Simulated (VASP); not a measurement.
Wanted: the native input for a VASP 6.6.1 run.

```yaml
Task: single point
Functional: PBE
Potentials_or_basis: VASP PAW PBE potentials, release 64 (Os)
Cutoff: 600 eV
k_mesh: 10 × 10 × 10
Occupations: gaussian, width 0.05 eV
Spin: no spin polarisation
Dipole_correction: no
Further_INCAR_settings: ALGO = Normal; EDIFF = 1e-06; NBANDS = 10
```

The structure of Os lies in POSCAR:

```
Os
1.0
   -1.5458256833      1.5458256833      1.5458256833
    1.5458256833     -1.5458256833      1.5458256833
    1.5458256833      1.5458256833     -1.5458256833
Os
1
Direct
    0.0000000000      0.0000000000      0.0000000000
```

One way to write it, as run:

INCAR

```
SYSTEM = Os
PREC     = Accurate       ! precision mode
ENCUT    = 600            ! plane-wave cutoff, eV
EDIFF    = 1E-6           ! SCF threshold, eV
ISMEAR   = 0              ! smearing method
SIGMA    = 0.05           ! smearing width, eV
LREAL    = .False.        ! projectors in reciprocal space
LASPH    = .True.         ! aspherical terms in the spheres
NELM     = 120            ! most SCF steps
ALGO     = Normal         ! electronic algorithm
ISIF     = 2              ! what is computed and relaxed
LWAVE    = .False.        ! write WAVECAR
LCHARG   = .False.        ! write CHGCAR
GGA      = PE             ! functional
NBANDS   = 10             ! bands
GGA_COMPAT= .False.
```

KPOINTS

```
regular mesh
0
Gamma
  10 10 10
  0 0 0
```

Potentials or basis: VASP PAW PBE potentials, release 64 (Os).

Run with:

```console
$ cat potpaw_PBE.64/Os/POTCAR > POTCAR
$ mpirun -np 1 vasp_std > vasp.out
```

It gave:

```yaml
Pressure: 0.1 GPa
Band_gap_on_the_k_mesh: zero (band 4 reaches 11.26 eV, above the bottom of band 5 at 7.26 eV)
```

Caveat: spin-orbit coupling is left out, which moves the levels of the heavy elements.

It took 14 s on 1 thread of Intel Xeon 8259CL, on a shared host, peak memory 0.15 GiB.
